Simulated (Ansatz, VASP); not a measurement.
**Os: VASP beside Ansatz**

```
Os
1.0
     2.73938    0.00000    0.00000
    -1.36969    2.37237    0.00000
     0.00000    0.00000    4.31382
Os
2
Cartesian
  0.0000 1.5816 1.0785
  1.3697 0.7908 3.2354
```

Alike in both runs: task single point; functional r2SCAN; k mesh 13 × 13 × 7; occupations fermi-dirac, width 0.2 eV; no spin polarisation.

|  | VASP | Ansatz |
| --- | --- | --- |
| version | VASP 6.6.1 | Ansatz 0.2.0 |
| potentials or method | VASP PAW PBE potentials, release 64 (Os), cutoff 520 eV | plane waves (500 eV) with PAW, scalar-relativistic |
| valence electrons in the cell | 16 | 32 |

VASP gave:

- pressure (GPa): 1.6
- traceless stress, the component that is largest in VASP (GPa): 0.54

Question: Estimate Ansatz's values.

Answer: Pressure (GPa): 0.5; traceless stress, the component that is largest in VASP (GPa): 0.52.

VASP's potentials were made for PBE, not for r2SCAN. VASP's potentials hold 16 valence electrons a cell and Ansatz's 32, so a difference there can come from the potentials and not from the codes.

Neither program's run includes spin-orbit coupling.
